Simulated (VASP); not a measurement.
# Br (Fd-3m) in VASP: further runs

Runs on Br. Level: PBE. Tasks: relaxation of cell and atoms.

Program: VASP 6.6.1. These are calculated values, not measurements. Logs are shortened: lines on timing, memory, paths and dates and some standing lists are left out, and cuts for length are marked.

**1. The cell of the first run**

The structure is cubic, space group Fd-3m (No. 227). The conventional cell has a = 6.480 Å, b = 6.480 Å, c = 6.480 Å, α = 90.00°, β = 90.00°, γ = 90.00°. Within 3.7 Å of Br (site symmetry -43m) lie 4 Br at 2.81 Å.

**2. Relaxation of cell and atoms, PBE**

INCAR

```
PREC = Accurate ; ENCUT = 600
EDIFF = 1E-6 ; ISMEAR = 0
SIGMA = 0.02 ; LREAL = False
LASPH = True ; NELM = 60
ALGO = Normal ; ISIF = 3
LWAVE = False ; LCHARG = False
GGA = PE ; IBRION = 2
NSW = 80 ; EDIFFG = -0.03
```

KPOINTS

```
Automatic mesh
0
Gamma
  12 12 12
```

POSCAR

```
Br
1.0
    0.0000000000      3.2400000000      3.2400000000
    3.2400000000      0.0000000000      3.2400000000
    3.2400000000      3.2400000000      0.0000000000
Br
2
Direct
    0.0000000000      0.0000000000      0.0000000000
    0.2500000000      0.2500000000      0.2500000000
```

Potentials or basis: VASP PAW PBE potentials, release 64 (Br).

Run with:

```
> cat potpaw_PBE.64/Br/POTCAR > POTCAR
> mpirun -np 1 vasp_std > vasp.out
```

OUTCAR:

```text
PREC = Accurate
   ENCUT = 600
   EDIFF = 1E-6
   ISMEAR = 0
   LREAL = False
   LASPH = True
   NELM = 60
   ISIF = 3
   GGA = PE
   IBRION = 2
   NSW = 80
   EDIFFG = -0.03

 ion  position               nearest neighbor table
   1  0.000  0.000  0.000-
   2  0.250  0.250  0.250-

  LATTYP: Found a face centered cubic cell.
 ALAT       =     6.4800000000

  Lattice vectors:

 A1 = (   0.0000000000,   3.2400000000,   3.2400000000)
 A2 = (   3.2400000000,   0.0000000000,   3.2400000000)
 A3 = (   3.2400000000,   3.2400000000,   0.0000000000)

Analysis of symmetry for initial positions (statically):
=====================================================================
 Subroutine PRICEL returns:
 Original cell was already a primitive cell.

 Routine SETGRP: Setting up the symmetry group for a
 face centered cubic supercell.

 Subroutine GETGRP returns: Found 48 space group operations
 (whereof 24 operations were pure point group operations)
 out of a pool of 48 trial point group operations.

The static configuration has the point symmetry T_d .
 The point group associated with its full space group is O_h .

Analysis of symmetry for dynamics (positions and initial velocities):
=====================================================================
 Subroutine PRICEL returns:
 Original cell was already a primitive cell.

 Routine SETGRP: Setting up the symmetry group for a
 face centered cubic supercell.

 Subroutine GETGRP returns: Found 48 space group operations
 (whereof 24 operations were pure point group operations)
 out of a pool of 48 trial point group operations.

The dynamic configuration has the point symmetry T_d .
 The point group associated with its full space group is O_h .

 Subroutine INISYM returns: Found 48 space group operations
 (whereof 24 operations are pure point group operations),
 and found     1 'primitive' translations

----------------------------------------------------------------------------------------

                                     Primitive cell

  volume of cell :      68.0244

  direct lattice vectors                    reciprocal lattice vectors
     0.000000000  3.240000000  3.240000000    -0.154320988  0.154320988  0.154320988
     3.240000000  0.000000000  3.240000000     0.154320988 -0.154320988  0.154320988
     3.240000000  3.240000000  0.000000000     0.154320988  0.154320988 -0.154320988

  length of vectors
     4.582051942  4.582051942  4.582051942     0.267291791  0.267291791  0.267291791

  position of ions in fractional coordinates (direct lattice)
     0.000000000  0.000000000  0.000000000
     0.250000000  0.250000000  0.250000000

  ion indices of the primitive-cell ions
   primitive index   ion index
                 1           1
                 2           2

----------------------------------------------------------------------------------------

 KPOINTS: Automatic mesh

Automatic generation of k-mesh.
 Grid dimensions read from file:
 generate k-points for:   12   12   12

 Generating k-lattice:

  Cartesian coordinates                     Fractional coordinates (reciprocal lattice)
    -0.012860082  0.012860082  0.012860082     0.083333333  0.000000000  0.000000000
     0.012860082 -0.012860082  0.012860082     0.000000000  0.083333333  0.000000000
     0.012860082  0.012860082 -0.012860082     0.000000000  0.000000000  0.083333333

  Length of vectors
     0.022274316  0.022274316  0.022274316

  Shift w.r.t. Gamma in fractional coordinates (k-lattice)
     0.000000000  0.000000000  0.000000000

 Subroutine IBZKPT returns following result:
 ===========================================

 Found     72 irreducible k-points:

 Following reciprocal coordinates:
            Coordinates               Weight
  0.000000  0.000000  0.000000      1.000000
  0.083333  0.000000  0.000000      8.000000
  0.166667  0.000000  0.000000      8.000000
  0.250000  0.000000  0.000000      8.000000
  0.333333  0.000000  0.000000      8.000000
  0.416667  0.000000  0.000000      8.000000
[... 16 lines left out ...]
  0.500000  0.166667  0.000000     24.000000
 -0.416667  0.166667  0.000000     24.000000
 [... further k-points ...]
   k-points           NKPTS =     72   k-points in BZ     NKDIM =     72   number of bands    NBANDS=     11
   number of dos      NEDOS =    301   number of ions     NIONS =      2
   total plane-waves  NPLWV =  64000
   dimension x,y,z NGX =    40 NGY =   40 NGZ =   40
   dimension x,y,z NGXF=    80 NGYF=   80 NGZF=   80
   ions per type =               2
   NGX,Y,Z   is equivalent  to a cutoff of  14.51, 14.51, 14.51 a.u.
   NGXF,Y,Z  is equivalent  to a cutoff of  29.03, 29.03, 29.03 a.u.
 SYSTEM =  unknown system
   PREC   = accura    normal or accurate (medium, high low for compatibility)
   ISTART =      0    job   : 0-new  1-cont  2-samecut
   ICHARG =      2    charge: 1-file 2-atom 10-const
   ISPIN  =      1    spin polarized calculation?
   LNONCOLLINEAR =      F non collinear calculations
   LSORBIT =      F    spin-orbit coupling
   LASPH  =      T    aspherical Exc in radial PAW
   ENCUT  =  600.0 eV  44.10 Ry    6.64 a.u.   9.15  9.15  9.15*2*pi/ulx,y,z
   NELM   =     60;   NELMIN=  2; NELMDL= -5     # of ELM steps
   EDIFF  = 0.1E-05   stopping-criterion for ELM
   LREAL  =      F    real-space projection
   EDIFFG = -.3E-01   stopping-criterion for IOM
   NSW    =     80    number of steps for IOM
   IBRION =      2    ionic relax: 0-MD 1-quasi-New 2-CG
   NFREE  =      1    steps in history (QN), initial steepest desc. (CG)
   ISIF   =      3    stress and relaxation
   ISYM   =      2    0-nonsym 1-usesym 2-fastsym
   POTIM  = 0.5000    time-step for ionic-motion
   TEBEG  =    0.0;   TEEND  =   0.0 temperature during run
   PSTRESS=    0.0 pullay stress
   NELECT =      14.0000    total number of electrons
   NUPDOWN=      -1.0000    fix difference up-down
   EMIN   =  10.00;   EMAX   =-10.00  energy-range for DOS
   EFERMI =   0.00;   METHOD = LEGACY
   ISMEAR =     0;   SIGMA  =   0.02  broadening in eV -4-tet -1-fermi 0-gaus
   EFERMI_NEDOS =   21; number of points for ismear=-14 and -15
   IALGO  =     38    algorithm
   IMIX   =      4    mixing-type and parameters
     AMIX     =   0.40;   BMIX     =  1.00
     AMIX_MAG =   1.60;   BMIX_MAG =  1.00
  volume/ion in A,a.u.               =      34.01       229.53
  Fermi-wavevector in a.u.,A,eV,Ry     =   0.966561  1.826535 12.711103  0.934240
  Thomas-Fermi vector in A             =   2.096373
   LORBIT       =      0    0 simple, 1 ext, 2 COOP (PROOUT), +10 PAW based schemes
   GGA     = PE    functional components
   LHFCALC =     F    Hartree Fock is set to
   AEXX    =    0.0000 exact exchange contribution
   IVDW    =     0    specifies the selected vdW correction
   LEPSILON=     F    determine dielectric tensor
   LRPA    =     F    only Hartree local field effects (RPA)
 conjugate gradient relaxation of ions
 non-spin polarized calculation
 Gauss-broadening in eV      SIGMA  =   0.02
  energy-cutoff  :      600.00
  volume of cell :       68.02
 maximum number of plane-waves:      2286
 NGX is ok and might be reduce to    40
   NGX = 19   NGY = 19   NGZ = 19

--------------------------------------- Ionic step        1  -------------------------------------------

 number of electron      14.0000001 magnetization

 Free energy of the ion-electron system (eV)
  ---------------------------------------------------
  ext. energy  EPLUGINS =         0.00000000
  ---------------------------------------------------
  free energy    TOTEN  =        -1.72901066 eV

  energy without entropy =       -1.72820923  energy(sigma->0) =       -1.72860995

 E-fermi :   0.6981     XC(G=0):  -7.6990

 val. band max:        0.6958995438   @ k =   0.4167   0.2500   0.0000
 cond. band min:       0.7122865752   @ k =   0.5000   0.2500   0.0000
 fundamental gap:      0.0163870314
 Fermi energy:         0.6980755110

 k-point     1 :       0.0000    0.0000    0.0000
  band No.  band energies     occupation
      1     -15.7105      2.00000
      2     -12.4121      2.00000
      3      -3.0309      2.00000
      4      -3.0309      2.00000
      5      -3.0309      2.00000
      6      -0.6651      2.00000
      7      -0.6651      2.00000
      8      -0.6651      2.00000
      9       5.5761      0.00000
     10       9.2306      0.00000
     11       9.2306      0.00000

 k-point     2 :       0.0833    0.0000    0.0000
  band No.  band energies     occupation
      1     -15.6773      2.00000
      2     -12.4703      2.00000
      3      -3.0776      2.00000
      4      -3.0776      2.00000
      5      -3.0639      2.00000
      6      -0.6131      2.00000
      7      -0.5984      2.00000
      8      -0.5984      2.00000
      9       5.7560      0.00000
     10       9.0620      0.00000
     11       9.0620      0.00000
[... 402 lines left out ...]
 POSITION                                       TOTAL-FORCE (eV/Angst)
 -----------------------------------------------------------------------------------
      0.00000     -0.00000      0.00000         0.000000      0.000000      0.000000
      1.75618      1.75618      1.75618        -0.000000     -0.000000     -0.000000
 -----------------------------------------------------------------------------------
    total drift:                               -0.000000      0.000000      0.000000

  FREE ENERGIE OF THE ION-ELECTRON SYSTEM (eV)
  ---------------------------------------------------
  free  energy   TOTEN  =        -2.0049025196 eV

  energy  without entropy=       -2.0040100688  energy(sigma->0) =       -2.00445629

--------------------------------------- Ionic step        4  -------------------------------------------

 number of electron      13.9999997 magnetization

 Free energy of the ion-electron system (eV)
  ---------------------------------------------------
  ext. energy  EPLUGINS =         0.00000000
  ---------------------------------------------------
  free energy    TOTEN  =        -2.00560451 eV

  energy without entropy =       -2.00474087  energy(sigma->0) =       -2.00517269

 E-fermi :  -1.2866     XC(G=0):  -6.7920

 val. band max:       -1.2944582256   @ k =   0.4167   0.2500   0.0833
 cond. band min:      -1.2828794571   @ k =  -0.3333   0.3333   0.0000
 fundamental gap:      0.0115787685
 Fermi energy:        -1.2865581425

 k-point     1 :       0.0000    0.0000    0.0000
  band No.  band energies     occupation
      1     -16.3284      2.00000
      2     -14.3527      2.00000
      3      -3.9774      2.00000
      4      -3.9774      2.00000
      5      -3.9774      2.00000
      6      -2.1569      2.00000
      7      -2.1569      2.00000
      8      -2.1569      2.00000
      9       3.9334      0.00000
     10       7.8184      0.00000
     11       7.8184      0.00000

 k-point     2 :       0.0833    0.0000    0.0000
  band No.  band energies     occupation
      1     -16.3068      2.00000
      2     -14.3833      2.00000
      3      -4.0098      2.00000
      4      -4.0098      2.00000
      5      -4.0047      2.00000
      6      -2.1294      2.00000
      7      -2.1130      2.00000
      8      -2.1130      2.00000
      9       4.0740      0.00000
     10       7.6730      0.00000
     11       7.6730      0.00000
[... 330 lines left out ...]
 POSITION                                       TOTAL-FORCE (eV/Angst)
 -----------------------------------------------------------------------------------
      0.00000      0.00000      0.00000         0.000000      0.000000      0.000000
      1.74924      1.74924      1.74924        -0.000000     -0.000000     -0.000000
 -----------------------------------------------------------------------------------
    total drift:                               -0.000000      0.000000      0.000000

  FREE ENERGIE OF THE ION-ELECTRON SYSTEM (eV)
  ---------------------------------------------------
  free  energy   TOTEN  =        -2.0056045087 eV

  energy  without entropy=       -2.0047408698  energy(sigma->0) =       -2.00517269

 reached required accuracy - stopping structural energy minimisation
```

It took 1.8 min on 1 thread of Intel Xeon Platinum 8488C (Sapphire Rapids), shared host; peak memory 0.26 GiB.

What came out:

| Item | Value |
| --- | --- |
| Free energy | -2.0056 eV |
| Relaxed volume | 42.82 Å³/atom |
| Relaxed cell | a = 4.948 Å, b = 4.948 Å, c = 4.948 Å, α = 60.00°, β = 60.00°, γ = 60.00° |
| Space group after relaxing (to 0.1 Å) | Fd-3m (No. 227) |
| Energy gained by relaxing | 138.3 meV/atom |
| Ionic steps | 4 |
| Pressure after relaxing | 0.0 GPa |
| Band gap on the k mesh | zero (bands 7 and 8 overlap by 1.21 eV) |

The path:
```tsv
step	energy change (eV)	largest force (eV/Å)	pressure (GPa)	volume (Å³)
1	0.0000	0.0000	6.28	68.02
2	-0.2689	0.0000	0.75	82.02
3	-0.2759	0.0000	-0.20	86.66
4	-0.2766	0.0000	-0.02	85.64
```

Final structure:
```
CELL_PARAMETERS angstrom
0.00000 3.49848 3.49848
3.49848 0.00000 3.49848
3.49848 3.49848 0.00000
ATOMIC_POSITIONS crystal
Br 0.00000 0.00000 0.00000
Br 0.25000 0.25000 0.25000
```

Caveat: the volume moved by over 15 % at a fixed basis, so the end points are rough.

**3. Relaxation of cell and atoms, PBE, target pressure 15 GPa, at which the enthalpy is minimised**

INCAR

```
SYSTEM = Br
PREC = Accurate ; ENCUT = 600
EDIFF = 1E-6 ; ISMEAR = 0
SIGMA = 0.02 ; LREAL = .False.
LASPH = .True. ; NELM = 60
ALGO = Normal ; ISIF = 3
LWAVE = .False. ; LCHARG = .False.
GGA = PE ; IBRION = 2
NSW = 80 ; EDIFFG = -0.03
PSTRESS = 150.0
```

KPOINTS

```
Automatic mesh
0
Gamma
  12 12 12
  0 0 0
```

POSCAR is that of step 2.

Potentials or basis: VASP PAW PBE potentials, release 64 (Br).

Run with:

```
> cat potpaw_PBE.64/Br/POTCAR > POTCAR
> mpirun -np 1 vasp_std > vasp.out
```

Wall time 84 s (1 thread of Intel Xeon Platinum 8488C (Sapphire Rapids), shared host); peak memory 0.27 GiB.

It converged, with:

| Property | Result |
| --- | --- |
| Free energy | -1.1220 eV |
| Relaxed volume | 29.18 Å³/atom |
| Relaxed cell | a = 4.354 Å, b = 4.354 Å, c = 4.354 Å, α = 60.00°, β = 60.00°, γ = 60.00° |
| Space group after relaxing (to 0.1 Å) | Fd-3m (No. 227) |
| Energy change on relaxing (the run minimises the enthalpy) | +303.5 meV/atom |
| Ionic steps | 3 |
| Pressure after relaxing | 14.8 GPa |
| Band gap on the k mesh | zero (bands 7 and 8 overlap by 2.54 eV) |

Step by step:
```csv
step,energy change (eV),largest force (eV/Å),pressure (GPa),volume (Å³)
1,0.0000,0.0000,6.28,68.02
2,1.4742,0.0000,25.97,51.38
3,0.6070,0.0000,14.85,58.36
```

Final structure:
```xyz
2
Lattice="0.0000 3.0786 3.0786 3.0786 0.0000 3.0786 3.0786 3.0786 0.0000" Properties=species:S:1:pos:R:3 pbc="T T T"
Br    0.0000    0.0000    0.0000
Br    1.5393    1.5393    1.5393
```

Levels at points of the mesh, in eV from the Fermi level:
```
           k point  band 3  band 4  band 5  band 6  band 7  band 8  band 9  band 10  band 11
(0.00, 0.00, 0.00)   -4.55   -4.55   -4.55   -1.79   -1.79   -1.79    4.60     8.06     8.06
(0.50, 0.00, 0.00)   -5.20   -5.20   -5.18   -0.78   -0.78    0.16    7.09     7.42     8.28
(0.50, 0.50, 0.00)   -5.91   -5.91   -3.01   -3.01    0.75    0.75    6.32     6.32    10.19
```

Caveat: the cell is relaxed towards a set pressure, so the run minimises the enthalpy, not the energy.

(Part 1 of 2 ends here.)
